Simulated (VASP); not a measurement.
# TiO2 (P4_2/mnm) in VASP: further runs, part 3 of 3

VASP 6.6.1. The steps go on from the part before.

### 6 Electric field gradients, LDA (zz strain of +2 %)

Input file INCAR:

```
PREC = Accurate
ENCUT = 520
EDIFF = 1E-8
ISMEAR = -1
SIGMA = 0.05
LREAL = F
LASPH = T
NELM = 80
ALGO = Normal
ISIF = 2
LWAVE = F
LCHARG = F
LEFG = T
NBANDS = 33
```

Input file KPOINTS:

```
regular mesh
0
Gamma
  7 7 10
```

Input file POSCAR:

```
TiO2
1.0
    4.5940000000      0.0000000000      0.0000000000
    0.0000000000      4.5940000000      0.0000000000
    0.0000000000      0.0000000000      3.0181800000
Ti O
2 4
Direct
    0.0000000000      0.0000000000      0.0000000000
    0.5000000000      0.5000000000      0.5000000000
    0.3060000000      0.3060000000      0.0000000000
    0.1940000000      0.8060000000      0.5000000000
    0.6940000000      0.6940000000      0.0000000000
    0.8060000000      0.1940000000      0.5000000000
```

Potentials or basis: VASP PAW LDA potentials, release 64 (Ti_sv, O).

On the command line:

```bash
$ cat potpaw_LDA.64/Ti_sv/POTCAR potpaw_LDA.64/O/POTCAR > POTCAR
$ mpirun -np 1 vasp_std > vasp.out
```

OUTCAR:

```text
PREC = Accurate
   ENCUT = 520
   EDIFF = 1E-8
   ISMEAR = -1
   LREAL = F
   LASPH = T
   NELM = 80
   ISIF = 2

 ion  position               nearest neighbor table
   1  0.000  0.000  0.000-   4 1.97   6 1.97   4 1.97   6 1.97   5 1.99   3 1.99
   2  0.500  0.500  0.500-   3 1.97   5 1.97   3 1.97   5 1.97   4 1.99   6 1.99
   3  0.306  0.306  0.000-   2 1.97   2 1.97   1 1.99
   4  0.194  0.806  0.500-   1 1.97   1 1.97   2 1.99
   5  0.694  0.694  0.000-   2 1.97   2 1.97   1 1.99
   6  0.806  0.194  0.500-   1 1.97   1 1.97   2 1.99

  LATTYP: Found a simple tetragonal cell.
 ALAT       =     4.5940000000
 C/A-ratio  =     0.6569830213

  Lattice vectors:

 A1 = (   4.5940000000,   0.0000000000,   0.0000000000)
 A2 = (   0.0000000000,   4.5940000000,   0.0000000000)
 A3 = (   0.0000000000,   0.0000000000,   3.0181800000)

Analysis of symmetry for initial positions (statically):
=====================================================================
 Subroutine PRICEL returns:
 Original cell was already a primitive cell.

 Routine SETGRP: Setting up the symmetry group for a
 simple tetragonal supercell.

 Subroutine GETGRP returns: Found 16 space group operations
 (whereof  8 operations were pure point group operations)
 out of a pool of 16 trial point group operations.

The static configuration has the point symmetry D_2h.
 The point group associated with its full space group is D_4h.

Analysis of symmetry for dynamics (positions and initial velocities):
=====================================================================
 Subroutine PRICEL returns:
 Original cell was already a primitive cell.

 Routine SETGRP: Setting up the symmetry group for a
 simple tetragonal supercell.

 Subroutine GETGRP returns: Found 16 space group operations
 (whereof  8 operations were pure point group operations)
 out of a pool of 16 trial point group operations.

The dynamic configuration has the point symmetry D_2h.
 The point group associated with its full space group is D_4h.

 Subroutine INISYM returns: Found 16 space group operations
 (whereof  8 operations are pure point group operations),
 and found     1 'primitive' translations

----------------------------------------------------------------------------------------

                                     Primitive cell

  volume of cell :      63.6982

  direct lattice vectors                    reciprocal lattice vectors
     4.594000000  0.000000000  0.000000000     0.217675229  0.000000000  0.000000000
     0.000000000  4.594000000  0.000000000     0.000000000  0.217675229  0.000000000
     0.000000000  0.000000000  3.018180000     0.000000000  0.000000000  0.331325501

  length of vectors
     4.594000000  4.594000000  3.018180000     0.217675229  0.217675229  0.331325501

  position of ions in fractional coordinates (direct lattice)
     0.000000000  0.000000000  0.000000000
     0.500000000  0.500000000  0.500000000
     0.306000000  0.306000000  0.000000000
     0.194000000  0.806000000  0.500000000
     0.694000000  0.694000000  0.000000000
     0.806000000  0.194000000  0.500000000

  ion indices of the primitive-cell ions
   primitive index   ion index
                 1           1
[... 102 lines left out ...]
   GGA     = CA    functional components
   LHFCALC =     F    Hartree Fock is set to
   AEXX    =    0.0000 exact exchange contribution
   IVDW    =     0    specifies the selected vdW correction
   LEPSILON=     F    determine dielectric tensor
   LRPA    =     F    only Hartree local field effects (RPA)
 non-spin polarized calculation
  energy-cutoff  :      520.00
  volume of cell :       63.70
 maximum number of plane-waves:      1732
 NGX is ok and might be reduce to    36
   NGX = 17   NGY = 17   NGZ = 11

 number of electron      48.0000037 magnetization

 Free energy of the ion-electron system (eV)
  ---------------------------------------------------
  ext. energy  EPLUGINS =         0.00000000
  ---------------------------------------------------
  free energy    TOTEN  =       -58.63528436 eV

  energy without entropy =      -58.63528436  energy(sigma->0) =      -58.63528436

 E-fermi :   5.2249     XC(G=0): -11.8910

 val. band max:        4.3922169963   @ k =   0.0000   0.0000   0.0000
 cond. band min:       6.1264033309   @ k =   0.0000   0.0000   0.0000
 fundamental gap:      1.7341863346
 Fermi energy:         5.2249050231

 k-point     1 :       0.0000    0.0000    0.0000
  band No.  band energies     occupation
      1     -51.9059      2.00000
      2     -51.8886      2.00000
      3     -28.5950      2.00000
      4     -28.5950      2.00000
      5     -28.4362      2.00000
      6     -28.4362      2.00000
[... 853 lines left out ...]
     32       9.5959      0.00000
     33      10.4773      0.00000

 [... further k-points ...]

------------------------ aborting loop because EDIFF is reached ----------------------------------------

  FORCE on cell =-STRESS in cart. coord.  units (eV):
  Direction    XX          YY          ZZ          XY          YZ          ZX
  --------------------------------------------------------------------------------------
  -------------------------------------------------------------------------------------
  Total       -3.5601643     -3.5601643     -7.0945285     -0.0000000      0.0000000      0.0000000
  in kB      -89.5475069    -89.5475069   -178.4460758     -0.0000000      0.0000000      0.0000000
  external PRESSURE =    -119.1803632 kB  Pullay stress =       0.0000000 kB

 VOLUME and BASIS-vectors are now :
 -----------------------------------------------------------------------------
  energy-cutoff  :      520.00
  volume of cell :       63.70
      direct lattice vectors                 reciprocal lattice vectors
     4.594000000  0.000000000  0.000000000     0.217675229  0.000000000  0.000000000
     0.000000000  4.594000000  0.000000000     0.000000000  0.217675229  0.000000000
     0.000000000  0.000000000  3.018180000     0.000000000  0.000000000  0.331325501

 POSITION                                       TOTAL-FORCE (eV/Angst)
 -----------------------------------------------------------------------------------
      0.00000      0.00000      0.00000         0.000000     -0.000000      0.000000
      2.29700      2.29700      1.50909         0.000000     -0.000000      0.000000
      1.40576      1.40576      0.00000        -0.026836     -0.026836      0.000000
      0.89124      3.70276      1.50909         0.026836     -0.026836      0.000000
      3.18824      3.18824      0.00000         0.026836      0.026836      0.000000
      3.70276      0.89124      1.50909        -0.026836      0.026836      0.000000
 -----------------------------------------------------------------------------------
    total drift:                               -0.000000      0.000000      0.000000

  FREE ENERGIE OF THE ION-ELECTRON SYSTEM (eV)
  ---------------------------------------------------
  free  energy   TOTEN  =       -58.6352843647 eV

  energy  without entropy=      -58.6352843631  energy(sigma->0) =      -58.63528436

 Electric field gradients (V/A^2)
---------------------------------------------------------------------
 ion       V_xx      V_yy      V_zz      V_xy      V_xz      V_yz
---------------------------------------------------------------------
   1      10.608    10.608   -21.216    -4.200    -0.000    -0.000
   2      10.608    10.608   -21.216     4.200    -0.000    -0.000
   3      -0.193    -0.193     0.386    18.907     0.000     0.000
   4      -0.193    -0.193     0.386   -18.907    -0.000    -0.000
   5      -0.193    -0.193     0.386    18.907    -0.000     0.000
   6      -0.193    -0.193     0.386   -18.907     0.000     0.000
---------------------------------------------------------------------

 Electric field gradients after diagonalization (V/A^2)
 (convention: |V_zz| > |V_xx| > |V_yy|)
----------------------------------------------------------------------
 ion       V_xx      V_yy      V_zz     asymmetry (V_yy - V_xx)/ V_zz
----------------------------------------------------------------------
   1      14.808     6.408   -21.216       0.396
   2      14.808     6.408   -21.216       0.396
   3      18.714     0.386   -19.100       0.960
   4      18.714     0.386   -19.100       0.960
   5      18.714     0.386   -19.100       0.960
   6      18.714     0.386   -19.100       0.960
----------------------------------------------------------------------

           NMR quadrupolar parameters

 Cq : quadrupolar parameter    Cq=e*Q*V_zz/h
 eta: asymmetry parameters     (V_yy - V_xx)/ V_zz
 Q  : nuclear electric quadrupole moment in mb (millibarn)
----------------------------------------------------------------------
 ion       Cq(MHz)       eta       Q (mb)
----------------------------------------------------------------------
   1      -0.051       0.396       1.000
   2      -0.051       0.396       1.000
   3      -0.046       0.960       1.000
   4      -0.046       0.960       1.000
   5      -0.046       0.960       1.000
   6      -0.046       0.960       1.000
----------------------------------------------------------------------
```

stdout:

```text
POSCAR found type information on POSCAR TiO
 POSCAR found :  2 types and       6 ions
 scaLAPACK will be used
 LDA part: xc-table for (Slater(with rela. corr.)+CA(PZ))
 , standard interpolation
 POSCAR, INCAR and KPOINTS ok, starting setup
 FFT: planning ... GRIDC
 FFT: planning ... GRID_SOFT
 FFT: planning ... GRID
 WAVECAR not read
 entering main loop
ion   1

ion   2

ion   3

ion   4

ion   5

ion   6
```

It took 3.6 min on 1 thread of Intel Xeon 8259CL, shared host; peak memory 0.22 GiB.

What came out:

```
Free energy                             : -58.6353 eV
Pressure                                : -11.9 GPa
Largest force                           : 0.038 eV/Å
Band gap on the k mesh                  : 1.73 eV
Largest electric field gradient by atom : Ti -21.2; O -19.1 V/Å²
```

Forces in eV/Å, atoms in the order of the input:
```
Ti   0.000  0.000  0.000
Ti   0.000  0.000  0.000
O   -0.027 -0.027  0.000
O    0.027 -0.027  0.000
O    0.027  0.027  0.000
O   -0.027  0.027  0.000
```

Stress tensor (GPa, compression positive):
```
 -8.95   0.00   0.00
  0.00  -8.95   0.00
  0.00   0.00 -17.84
```

Levels at points of the mesh, in eV from the valence-band top:
```tsv
k point	band 22	band 23	band 24	band 25	band 26	band 27
(0.00, 0.00, 0.00)	-0.44	-0.44	0.00	1.73	2.06	2.20
(0.00, 0.00, 0.50)	-2.43	-1.43	-1.43	2.81	2.81	2.82
```

Electric field gradients, principal values (V/Å²):
```csv
atom,least,middle,greatest (by size)
1 Ti,6.408,14.808,-21.216
2 Ti,6.408,14.808,-21.216
3 O,0.386,18.714,-19.100
4 O,0.386,18.714,-19.100
5 O,0.386,18.714,-19.100
6 O,0.386,18.714,-19.100
```

Caveat: the cell differs from its parent crystal (zz strain of +2 %); the stress differs along the axes, from -18 to -9 GPa; without QUAD_EFG the Cq values of the log hold for a quadrupole moment of 1 mb, not for the nuclei.

### 7 The runs side by side

```tsv
cell	gap on the mesh (eV)	pressure (GPa)	largest force (eV/Å)
a = 4.609, b = 4.609, c = 2.969 Å, 6 atoms	1.80	-9.0	0.08
a = 4.654, b = 4.654, c = 2.998 Å, 6 atoms	1.73	-15.1	0.07
a = 4.640, b = 4.640, c = 2.959 Å, 6 atoms	1.80	-10.7	0.02
a = 4.594, b = 4.594, c = 3.018 Å, 6 atoms	1.73	-11.9	0.04
```

Alike in all rows: task electric field gradients; level LDA; potentials or basis VASP PAW LDA potentials, release 64 (Ti_sv, O); no spin polarisation; k mesh 7 × 7 × 10; cutoff (eV) 520; smearing fermi-dirac 0.05 eV.

Caveats: the cell stands under tension (at least some runs); the stress differs along the axes, from -19 to -13 GPa (at least some runs); the stress differs along the axes, from -18 to -9 GPa (at least some runs).

Absolute energies hang on the potentials; compare differences alone.
